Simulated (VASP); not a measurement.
# GaAs (rocksalt type) (Fm-3m) in VASP: further runs, part 2 of 2

VASP 6.6.1. Earlier steps stand in the parts before.

## (3) Single point, r2SCAN (volume scaled by 0.8)

Input file POSCAR:

```
GaAs
1.0
    0.0000000000      2.4739965071      2.4739965071
    2.4739965071      0.0000000000      2.4739965071
    2.4739965071      2.4739965071      0.0000000000
Ga As
1 1
Direct
    0.0000000000      0.0000000000      0.0000000000
    0.5000000000      0.5000000000      0.5000000000
```

Input file INCAR.step1:

```
SYSTEM = GaAs
  PREC = Accurate
  ENCUT = 520
  ISMEAR = -1
  SIGMA = 0.1
  LREAL = .FALSE.
  LASPH = .TRUE.
  NELM = 80
  NBANDS = 16
  GGA = PE
  ALGO = Normal
  EDIFF = 1E-4
  LWAVE = .TRUE.
  LCHARG = .FALSE.
```

Input file INCAR.step2:

```
SYSTEM = GaAs
  PREC = Accurate
  ENCUT = 520
  EDIFF = 1E-6
  ISMEAR = -1
  SIGMA = 0.1
  LREAL = .FALSE.
  LASPH = .TRUE.
  NELM = 80
  ALGO = Normal
  ISIF = 2
  LWAVE = .FALSE.
  LCHARG = .TRUE.
  METAGGA = R2SCAN
  LMIXTAU = .TRUE.
  LELF = .TRUE.
  LVHAR = .TRUE.
  NBANDS = 16
  ISTART = 1
```

Input file KPOINTS:

```
Automatic mesh
0
G
  15 15 15
  0 0 0
```

Potentials or basis: VASP PAW PBE potentials, release 64 (Ga_d, As).

Run with:

```
> cat potpaw_PBE.64/Ga_d/POTCAR potpaw_PBE.64/As/POTCAR > POTCAR
> cp INCAR.step1 INCAR
> mpirun -np 1 vasp_std > vasp.out
> cp INCAR.step2 INCAR
> mpirun -np 1 vasp_std > vasp.out
```

OUTCAR:

```text
SYSTEM = GaAs
   PREC = Accurate
   ENCUT = 520
   EDIFF = 1E-6
   ISMEAR = -1
   LREAL = .FALSE.
   LASPH = .TRUE.
   NELM = 80
   ISIF = 2
   METAGGA = R2SCAN
   ISTART = 1

 ion  position               nearest neighbor table
   1  0.000  0.000  0.000-   2 2.47   2 2.47   2 2.47   2 2.47   2 2.47   2 2.47
   2  0.500  0.500  0.500-   1 2.47   1 2.47   1 2.47   1 2.47   1 2.47   1 2.47

  LATTYP: Found a face centered cubic cell.
 ALAT       =     4.9479930142

  Lattice vectors:

 A1 = (   0.0000000000,   2.4739965071,   2.4739965071)
 A2 = (   2.4739965071,   0.0000000000,   2.4739965071)
 A3 = (   2.4739965071,   2.4739965071,   0.0000000000)

Analysis of symmetry for initial positions (statically):
=====================================================================
 Subroutine PRICEL returns:
 Original cell was already a primitive cell.

 Routine SETGRP: Setting up the symmetry group for a
 face centered cubic supercell.

 Subroutine GETGRP returns: Found 48 space group operations
 (whereof 48 operations were pure point group operations)
 out of a pool of 48 trial point group operations.

The static configuration has the point symmetry O_h .

Analysis of symmetry for dynamics (positions and initial velocities):
=====================================================================
 Subroutine PRICEL returns:
 Original cell was already a primitive cell.

 Routine SETGRP: Setting up the symmetry group for a
 face centered cubic supercell.

 Subroutine GETGRP returns: Found 48 space group operations
 (whereof 48 operations were pure point group operations)
 out of a pool of 48 trial point group operations.

The dynamic configuration has the point symmetry O_h .

 Subroutine INISYM returns: Found 48 space group operations
 (whereof 48 operations are pure point group operations),
 and found     1 'primitive' translations

----------------------------------------------------------------------------------------

                                     Primitive cell

[... 104 lines left out ...]
   EFERMI =   0.00;   METHOD = LEGACY
   ISMEAR =    -1;   SIGMA  =   0.10  broadening in eV -4-tet -1-fermi 0-gaus
   EFERMI_NEDOS =   21; number of points for ismear=-14 and -15
   IALGO  =     38    algorithm
   IMIX   =      4    mixing-type and parameters
     AMIX     =   0.40;   BMIX     =  1.00
     AMIX_MAG =   1.60;   BMIX_MAG =  1.00
  volume/ion in A,a.u.               =      15.14       102.19
  Fermi-wavevector in a.u.,A,eV,Ry     =   1.376438  2.601090 25.777339  1.894581
  Thomas-Fermi vector in A             =   2.501682
   LORBIT       =      0    0 simple, 1 ext, 2 COOP (PROOUT), +10 PAW based schemes
   METAGGA = R2SCAN    functional components
   LHFCALC =     F    Hartree Fock is set to
   AEXX    =    0.0000 exact exchange contribution
   IVDW    =     0    specifies the selected vdW correction
   LEPSILON=     F    determine dielectric tensor
   LRPA    =     F    only Hartree local field effects (RPA)
 non-spin polarized calculation
  energy-cutoff  :      520.00
  volume of cell :       30.28
 maximum number of plane-waves:       869
 NGX is ok and might be reduce to    28
   NGX = 13   NGY = 13   NGZ = 13

 number of electron      18.0000011 magnetization

 Free energy of the ion-electron system (eV)
  ---------------------------------------------------
  ext. energy  EPLUGINS =         0.00000000
  ---------------------------------------------------
  free energy    TOTEN  =       -25.64377841 eV

  energy without entropy =      -25.61660965  energy(sigma->0) =      -25.63019403

 E-fermi :   8.0922     XC(G=0): -12.7082

 val. band max:        8.0920357920   @ k =  -0.2667   0.2000   0.0000
 cond. band min:       8.0936437114   @ k =   0.3333   0.0000   0.0000
 fundamental gap:      0.0016079195
 Fermi energy:         8.0922162413

 k-point     1 :       0.0000    0.0000    0.0000
  band No.  band energies     occupation
      1      -7.9791      2.00000
      2      -7.6935      2.00000
      3      -7.6935      2.00000
      4      -7.6527      2.00000
      5      -7.6527      2.00000
      6      -7.6527      2.00000
[... 433 lines left out ...]
      3      -7.6654      2.00000
      4      -7.6336      2.00000
      5      -7.6282      2.00000
      6      -7.1809      2.00000
[... 8 lines left out ...]
     15      19.0747      0.00000
     16      19.2304      0.00000

 [... further k-points ...]
[... 5 lines left out ...]
  --------------------------------------------------------------------------------------
  -------------------------------------------------------------------------------------
  Total        5.8638844      5.8638844      5.8638844     -0.0000000      0.0000000     -0.0000000
  in kB      310.2192498    310.2192498    310.2192498     -0.0000000      0.0000000     -0.0000000
  external PRESSURE =     310.2192498 kB  Pullay stress =       0.0000000 kB

 VOLUME and BASIS-vectors are now :
 -----------------------------------------------------------------------------
  energy-cutoff  :      520.00
  volume of cell :       30.28
      direct lattice vectors                 reciprocal lattice vectors
     0.000000000  2.473996507  2.473996507    -0.202102145  0.202102145  0.202102145
     2.473996507  0.000000000  2.473996507     0.202102145 -0.202102145  0.202102145
     2.473996507  2.473996507  0.000000000     0.202102145  0.202102145 -0.202102145

 POSITION                                       TOTAL-FORCE (eV/Angst)
 -----------------------------------------------------------------------------------
      0.00000      0.00000      0.00000         0.000000      0.000000      0.000000
      2.47400      2.47400      2.47400         0.000000      0.000000     -0.000000
 -----------------------------------------------------------------------------------
    total drift:                               -0.000000      0.000000      0.000000

  FREE ENERGIE OF THE ION-ELECTRON SYSTEM (eV)
  ---------------------------------------------------
  free  energy   TOTEN  =       -25.6437784051 eV

  energy  without entropy=      -25.6166096488  energy(sigma->0) =      -25.63019403
```

OUTCAR.step1:

```text
SYSTEM = GaAs
   PREC = Accurate
   ENCUT = 520
   ISMEAR = -1
   LREAL = .FALSE.
   LASPH = .TRUE.
[... 677 lines left out ...]
      0.00000      0.00000      0.00000         0.000000      0.000000     -0.000000
      2.47400      2.47400      2.47400         0.000000      0.000000      0.000000
 -----------------------------------------------------------------------------------
    total drift:                               -0.000000      0.000000      0.000000

  FREE ENERGIE OF THE ION-ELECTRON SYSTEM (eV)
  ---------------------------------------------------
  free  energy   TOTEN  =        -6.8972462918 eV

  energy  without entropy=       -6.8687607345  energy(sigma->0) =       -6.88300351
```

OSZICAR.step1:

```text
N       E                     dE             d eps       ncg     rms          rms(c)
DAV:   1     0.792913431246E+02    0.79291E+02   -0.89814E+03  4112   0.180E+03
DAV:   2    -0.187544475996E+01   -0.81167E+02   -0.77560E+02  4384   0.317E+02
DAV:   3    -0.695429862097E+01   -0.50789E+01   -0.50378E+01  4672   0.604E+01
DAV:   4    -0.700591076293E+01   -0.51612E-01   -0.51604E-01  4568   0.643E+00
DAV:   5    -0.700648217884E+01   -0.57142E-03   -0.57141E-03  4704   0.640E-01    0.329E+00
DAV:   6    -0.690561084063E+01    0.10087E+00   -0.16309E-01  5456   0.106E+01    0.199E+00
DAV:   7    -0.689721266563E+01    0.83982E-02   -0.36641E-02  5928   0.202E+00    0.695E-01
DAV:   8    -0.689724479802E+01   -0.32132E-04   -0.39492E-03  4904   0.102E+00    0.837E-02
DAV:   9    -0.689724629183E+01   -0.14938E-05   -0.40486E-04  4776   0.334E-01
   1 F= -.68972463E+01 E0= -.68830035E+01  d E =-.284856E-01
```

It took 1.8 min on 1 thread of Intel Xeon 6975P-C (Granite Rapids), shared host; peak memory 0.21 GiB.

Results:

| Property | Result |
| --- | --- |
| Free energy | -25.6438 eV |
| Pressure | 31.0 GPa |
| Band gap on the k mesh | zero (band 9 reaches 8.84 eV, above the bottom of band 10 at 4.81 eV) |

Caveat: the PAW data sets were made with another functional, which shifts forces and pressure a little.
